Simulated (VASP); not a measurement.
Write the native input for VASP 6.6.1 that does the following.

```yaml
Task: single point
Functional: PBE
Potentials_or_basis: VASP PAW PBE potentials, release 64 (Tm_3, Ge_d, F), 4f in core
Cutoff: 600 eV
k_mesh: 3 × 3 × 3
Occupations: gaussian, width 0.15 eV
Spin: no spin polarisation
Dipole_correction: no
Further_INCAR_settings: ALGO = Normal; EDIFF = 1e-06; NBANDS = 31
```

The structure of Tm2GeF2 lies in POSCAR:

```
Tm2GeF2
1.0
    5.3940897298      0.0000000032      0.0000000000
   -2.6970448676      4.6714187347      0.0000000000
    0.0000000000      0.0000000000      7.1186252642
Tm Ge F
2 1 2
Direct
    0.3333333333      0.6666666667      0.5000000000
    0.6666666667      0.3333333333      0.5000000000
    0.0000000000      0.0000000000      0.5000000000
    0.0000000000      0.0000000000      0.7797713732
    0.0000000000      0.0000000000      0.2202286268
```

The cell was generated, and may not be a known phase.

The input as run:

INCAR

```
SYSTEM = Tm2GeF2
  PREC = Accurate
  ENCUT = 600
  EDIFF = 1E-6
  ISMEAR = 0
  SIGMA = 0.15
  LREAL = .False.
  LASPH = .True.
  NELM = 200
  ALGO = Normal
  ISIF = 2
  LWAVE = .False.
  LCHARG = .False.
  GGA = PE
  NBANDS = 31
  GGA_COMPAT = .False.
  LMAXMIX = 6
```

KPOINTS

```
Automatic mesh
0
Gamma
  3 3 3
  0 0 0
```

Potentials or basis: VASP PAW PBE potentials, release 64 (Tm_3, Ge_d, F), 4f in core.

Run with:

```sh
$ cat potpaw_PBE.64/Tm_3/POTCAR potpaw_PBE.64/Ge_d/POTCAR potpaw_PBE.64/F/POTCAR > POTCAR
$ mpirun -np 1 vasp_std > vasp.out
```

Results of the run:

The pressure is 0.5 GPa. The largest force is 0.080 eV/Å and the band gap on the k mesh is 0.39 eV (least direct gap 0.49 eV).

Caveat: the k points lie up to 0.45 Å⁻¹ apart; semilocal functionals underestimate gaps, and a narrow one can read as zero; spin-orbit coupling is left out, which moves the levels of the heavy elements; the 4f electrons are frozen in the core, so they carry no moment and show no levels.

It took 41 s on 1 thread of Intel(R) Xeon(R) 6975P-C (Granite Rapids), on a shared host, peak memory 0.37 GiB.
